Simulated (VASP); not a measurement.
Wanted: the native input for a VASP 6.6.1 run.

| Item | Value |
| --- | --- |
| Task | single point |
| Functional | LDA |
| Potentials or basis | VASP PAW LDA potentials, release 64 (Rh_pv) |
| Cutoff | 500 eV |
| k mesh | 15 × 15 × 15 |
| Occupations | methfessel-paxton, width 0.1 eV |
| Spin | no spin polarisation |
| Dipole correction | no |
| Further INCAR settings | ALGO = Normal; EDIFF = 1e-06; NBANDS = 14 |

The structure of Rh lies in POSCAR:

```
Rh
1.0
    0.0000000000      1.8978500000      1.8978500000
    1.8978500000      0.0000000000      1.8978500000
    1.8978500000      1.8978500000      0.0000000000
Rh
1
Direct
    0.0000000000      0.0000000000      0.0000000000
```

One way to write it, as run:

INCAR

```
SYSTEM = Rh
ALGO = Normal ; EDIFF = 1E-6
ENCUT = 500 ; GGA_COMPAT = .False.
ISIF = 2 ; ISMEAR = 1
LASPH = .True. ; LCHARG = .False.
LREAL = .False. ; LWAVE = .False.
NBANDS = 14 ; NELM = 120
PREC = Accurate ; SIGMA = 0.1
```

KPOINTS

```
k-points
0
Gamma
  15 15 15
  0 0 0
```

Potentials or basis: VASP PAW LDA potentials, release 64 (Rh_pv).

Command:

```sh
$ cat potpaw_LDA.64/Rh_pv/POTCAR > POTCAR
$ mpirun -np 1 vasp_std > vasp.out
```

It gave:

```json
{
 "Pressure": "-9.0 GPa"
}
```

Wall time 12 s on 1 thread of AMD EPYC 9R45 (Zen 5) (shared host), peak memory 0.1 GiB.
